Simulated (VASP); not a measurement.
The system is GdTiO.

```
CELL_PARAMETERS angstrom
3.79540 0.00000 0.00000
-1.89770 3.28691 0.00000
0.00000 0.00000 4.64116
ATOMIC_POSITIONS crystal
Gd 0.00000 0.00000 0.00000
Ti 0.66667 0.33333 0.50000
O 0.33333 0.66667 0.50000
```

The cell was generated, and may not be a known phase.

* Program: VASP 6.6.1
* Task: relaxation of cell and atoms
* Functional: PBE
* Potentials or basis: VASP PAW PBE potentials, release 64 (Gd, Ti_sv, O)
* Cutoff: 600 eV
* k mesh: 6 × 6 × 4
* Occupations: gaussian, width 0.1 eV
* Spin: collinear spin, ferromagnetic start
* Starting moments: [7.0, 1.0, 0.0] μB

At the start: pressure -6.9 GPa; volume 19.30 Å³/atom.

Problem. How do energy, volume and symmetry change on relaxing?

Solution. Over 12 steps the energy falls by 309.7 meV/atom; space group P-6m2 (No. 187, to 0.1 Å) before and after; moment 6.96 μB per cell.

Step by step:
```tsv
step	energy change (eV)	largest force (eV/Å)	pressure (GPa)	volume (Å³)
1	0.0000	0.0000	-6.93	57.90
2	-0.3823	0.0000	3.39	51.05
3	-0.3854	0.0000	5.15	50.39
4	-0.6225	0.0000	4.74	51.69
5	-0.6486	0.0000	11.67	54.13
6	-0.8230	0.0000	6.48	53.08
7	-0.8310	0.0000	8.00	53.51
8	-0.9033	0.0000	-2.52	60.64
9	-0.9249	0.0000	0.43	58.14
10	-0.9249	0.0000	0.65	58.05
11	-0.9289	0.0000	0.25	57.93
12	-0.9291	0.0000	0.12	57.90
```

Final structure:
```
Gd Ti O
1.0
     3.36468    0.00000    0.00000
    -1.68234    2.91390    0.00000
     0.00000    0.00000    5.90564
Gd Ti O
1 1 1
Direct
  0.00000 0.00000 0.00000
  0.66667 0.33333 0.50000
  0.33333 0.66667 0.50000
```

Caveat: a cell axis changed by over 15 % at a fixed basis, so the end point is rough; a cell with one magnetic atom can't hold antiferromagnetic order, which such compounds often take; semilocal functionals describe open f shells poorly, which spoils levels, moments and volumes.
